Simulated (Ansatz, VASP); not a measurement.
PbSe in VASP and in Ansatz

INCAR

```
ALGO     = Normal         # electronic algorithm
EDIFF    = 1E-6           # SCF threshold, eV
ENCUT    = 520            # plane-wave cutoff, eV
GGA      = PE             # functional
ISIF     = 2              # what is computed and relaxed
ISMEAR   = 0              # smearing method
IVDW     = 12             # dispersion correction
LASPH    = T              # aspherical terms in the spheres
LCHARG   = F              # write CHGCAR
LREAL    = F              # projectors in reciprocal space
LWAVE    = F              # write WAVECAR
NBANDS   = 17             # bands
NELM     = 100            # most SCF steps
PREC     = Accurate       # precision mode
SIGMA    = 0.03           # smearing width, eV
```

The input KPOINTS:

```
k-points
0
Gamma
  10 10 10
```

Contents of POSCAR:

```
PbSe
1.0
    0.0000000000      3.0296662216      2.8415239492
    3.0296662216      0.0000000000      2.8415239492
    3.0296662216      3.0296662216      0.0000000000
Pb Se
1 1
Direct
    0.0000000000      0.0000000000      0.0000000000
    0.5000000000      0.5000000000      0.5000000000
```

Input for Ansatz:

```yaml
crystal:
  lattice:
    - [0.0, 3.0296662216, 2.8415239492]
    - [3.0296662216, 0.0, 2.8415239492]
    - [3.0296662216, 3.0296662216, 0.0]
  atoms:
    - { symbol: Pb, position: [0.0, 0.0, 0.0] }
    - { symbol: Se, position: [0.5, 0.5, 0.5] }
basis:
  ecutwfc: 420
kpoints:
  mp_grid: { grid: [10, 10, 10] }
hamiltonian:
  xc: pbe
  dispersion: d3bj
scf:
  occupations: { method: gaussian, width: 0.03 }
output:
  forces: true
  stress: true
  eigenvalues: true
```

Alike in both runs: task single point; functional PBE; dispersion D3(BJ); k mesh 10 × 10 × 10; occupations gaussian, width 0.03 eV; no spin polarisation.

|  | VASP | Ansatz |
| --- | --- | --- |
| version | VASP 6.6.1 | Ansatz 0.2.0 |
| potentials or method | VASP PAW PBE potentials, release 64 (Pb_d, Se), cutoff 520 eV | scalar-relativistic, plane waves, PAW |
| valence electrons in the cell | 20 | 30 |

VASP gave:

| Property | Result |
| --- | --- |
| gap on the k mesh at the Fermi level (eV) | 0.22 |
| least direct gap on the mesh (eV) | 0.22 |
| pressure (GPa) | 7.2 |
| traceless stress, the component that is largest in VASP (GPa) | 9.06 |

Question: Estimate Ansatz's values.

Answer: gap on the k mesh at the Fermi level (eV): 0.23; least direct gap on the mesh (eV): 0.23; pressure (GPa): 7.2; traceless stress, the component that is largest in VASP (GPa): 9.04.

VASP's potentials hold 20 valence electrons a cell and Ansatz's 30, so a difference there can come from the potentials and not from the codes.

Spin-orbit coupling is off throughout.
